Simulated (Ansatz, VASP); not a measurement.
**One calculation of CdSe, two programs**

Contents of INCAR:

```
SYSTEM = CdSe
  PREC = Accurate
  ENCUT = 500
  EDIFF = 1E-6
  ISMEAR = 1
  SIGMA = 0.05
  LREAL = .FALSE.
  LASPH = .TRUE.
  NELM = 120
  ALGO = Normal
  ISIF = 2
  LWAVE = .FALSE.
  LCHARG = .FALSE.
  GGA = PE
  NBANDS = 16
  GGA_COMPAT = .FALSE.
```

File KPOINTS:

```
Automatic mesh
0
G
  6 6 6
  0 0 0
```

File POSCAR:

```
CdSe
1.0
    0.0000000000      2.8429458735      2.8429458735
    2.8429458735      0.0000000000      2.8429458735
    2.8429458735      2.8429458735      0.0000000000
Cd Se
1 1
Direct
    0.0000000000      0.0000000000      0.0000000000
    0.5000000000      0.5000000000      0.5000000000
```

Input for Ansatz:

```yaml
crystal:
  lattice:
    - [0.0, 2.8429458735, 2.8429458735]
    - [2.8429458735, 0.0, 2.8429458735]
    - [2.8429458735, 2.8429458735, 0.0]
  atoms:
    - { symbol: Cd, position: [0.0, 0.0, 0.0] }
    - { symbol: Se, position: [0.5, 0.5, 0.5] }
kpoints:
  mp_grid: { grid: [6, 6, 6] }
hamiltonian:
  xc: pbe
scf:
  occupations: { method: methfessel_paxton, width: 0.05 }
  n_extra_bands: 4
output:
  forces: true
  stress: true
  eigenvalues: true
```

Alike in both runs: task single point; functional PBE; k mesh 6 × 6 × 6; occupations methfessel-paxton of order 1, width 0.05 eV; no spin polarisation.

|  | VASP | Ansatz |
| --- | --- | --- |
| version | VASP 6.6.1 | Ansatz 0.2.0 |
| potentials or method | VASP PAW PBE potentials, release 64 (Cd, Se) | plane waves |
| plane-wave cutoff (eV) | 500 | 420 |
| valence electrons in the cell | 18 | 36 |

|  | VASP | Ansatz | Ansatz less VASP |
| --- | --- | --- | --- |
| pressure (GPa) | 2.2 | 1.8 | -0.39 |

VASP's potentials hold 18 valence electrons a cell and Ansatz's 36, so a difference there can come from the potentials and not from the codes.
